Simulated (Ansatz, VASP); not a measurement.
## Two plane-wave programs on BaF2

The input POSCAR:

```
BaF2
1.0
    0.0000000000      3.0934928334      3.0934928334
    3.0934928334      0.0000000000      3.0934928334
    3.0934928334      3.0934928334      0.0000000000
Ba F
1 2
Direct
    0.0000000000      0.0000000000      0.0000000000
    0.7500000000      0.7500000000      0.7500000000
    0.2500000000      0.2500000000      0.2500000000
```

Contents of INCAR.step1:

```
SYSTEM = BaF2
PREC = Accurate
ENCUT = 660
ISMEAR = 0
SIGMA = 0.02
LREAL = .False.
LASPH = .True.
NELM = 120
GGA = PE
ALGO = Normal
EDIFF = 1E-5
LWAVE = .True.
LCHARG = .False.
GGA_COMPAT = .False.
IBRION = 2
ISIF = 3
EDIFFG = -0.005
NELMIN = 4
NSW = 100
```

Contents of INCAR.step2:

```
SYSTEM = BaF2
PREC = Accurate
ENCUT = 660
EDIFF = 1E-7
ISMEAR = 0
SIGMA = 0.02
LREAL = .False.
LASPH = .True.
NELM = 120
ALGO = Normal
ISIF = 3
LWAVE = .False.
LCHARG = .False.
METAGGA = R2SCAN
LMIXTAU = .True.
IBRION = 2
NSW = 80
EDIFFG = -0.01
ISTART = 1
GGA_COMPAT = .False.
NELMIN = 4
```

File KPOINTS:

```
regular mesh
0
Gamma
  6 6 6
  0 0 0
```

Input for Ansatz:

```yaml
crystal:
  lattice:
    - [0.0, 3.093492833, 3.093492833]
    - [3.093492833, 0.0, 3.093492833]
    - [3.093492833, 3.093492833, 0.0]
  atoms:
    - { symbol: Ba, position: [0.0, 0.0, 0.0] }
    - { symbol: F, position: [0.75, 0.75, 0.75] }
    - { symbol: F, position: [0.25, 0.25, 0.25] }
basis:
  ecutwfc: 500
kpoints:
  mp_grid: { grid: [6, 6, 6] }
hamiltonian:
  xc: r2scan
scf:
  occupations: { method: gaussian, width: 0.02 }
output:
  forces: true
  stress: true
  eigenvalues: true
relax:
  adjacent_minimum: "off"
  f_tol: 0.01
  max_steps: 60
  cell: { stress_tol: 0.1 }
```

Alike in both runs: task relaxation of cell and atoms; functional r2SCAN; k mesh 6 × 6 × 6; occupations gaussian, width 0.02 eV; no spin polarisation.

```csv
,VASP,Ansatz
version,VASP 6.6.1,Ansatz 0.2.0
potentials or method,"VASP PAW PBE potentials, release 64 (Ba_sv, F), cutoff 660 eV","scalar-relativistic, plane waves, PAW"
valence electrons in the cell,24,24
```

|  | VASP | Ansatz | Ansatz less VASP |
| --- | --- | --- | --- |
| gap on the k mesh at the Fermi level, each at its own relaxed structure (eV) | 7.30 | 7.44 | +0.139 |
| relaxed volume (Å³/atom) | 20.09 | 19.81 | -0.278 |
| relaxed cell length with the largest relative difference (Å) | 4.401 | 4.380 | -0.0204 |

VASP's potentials were made for PBE, not for r2SCAN.

Neither program's run includes spin-orbit coupling.
